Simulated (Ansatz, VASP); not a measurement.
## One calculation of Nb, two programs

INCAR

```
SYSTEM = Nb
PREC = Accurate ; ENCUT = 520
EDIFF = 1E-6 ; ISMEAR = -1
SIGMA = 0.1 ; LREAL = .False.
LASPH = .True. ; NELM = 60
ALGO = Normal ; ISIF = 2
LWAVE = .False. ; LCHARG = .False.
NBANDS = 12
```

The input KPOINTS:

```
Automatic mesh
0
Gamma
  15 15 15
  0 0 0
```

File POSCAR:

```
Nb
1.0
    0.0000000000      2.0143816181      2.0143816181
    2.0143816181      0.0000000000      2.0143816181
    2.0143816181      2.0143816181      0.0000000000
Nb
1
Direct
    0.0000000000      0.0000000000      0.0000000000
```

Input for Ansatz:

```yaml
crystal:
  lattice:
    - [0.0, 2.0143816181, 2.0143816181]
    - [2.0143816181, 0.0, 2.0143816181]
    - [2.0143816181, 2.0143816181, 0.0]
  atoms:
    - { symbol: Nb, position: [0.0, 0.0, 0.0] }
hamiltonian:
  xc: lda
  pseudopotentials:
    kind: paw
    azcp:
      Nb: "pseudopotentials/Nb.paw.azcp"
basis:
  ecutwfc: 420
  fft_grid_basis: typed
kpoints:
  mp_grid: { grid: [15, 15, 15], shift: [0, 0, 0] }
magnetization:
  spin_polarized: false
scf:
  occupations: { method: fermi_dirac, width: 0.1 }
  lower_state_search: "off"
output:
  stress: true
```

Alike in both runs: task single point; functional LDA; k mesh 15 × 15 × 15; occupations fermi-dirac, width 0.1 eV; no spin polarisation.

|  | VASP | Ansatz |
| --- | --- | --- |
| version | VASP 6.6.1 | Ansatz 0.2.0 |
| potentials or method | VASP PAW LDA potentials, release 64 (Nb_sv), cutoff 520 eV | plane waves (420 eV) with PAW, scalar-relativistic |
| valence electrons in the cell | 13 | 13 |

|  | VASP | Ansatz | Ansatz less VASP |
| --- | --- | --- | --- |
| pressure (GPa) | 16.9 | 17.0 | +0.14 |

Ansatz warns that its potentials were made for another functional, while VASP's fit it. LDA's correlation is that of Perdew and Zunger in VASP and of Perdew and Wang (1992) in Ansatz.
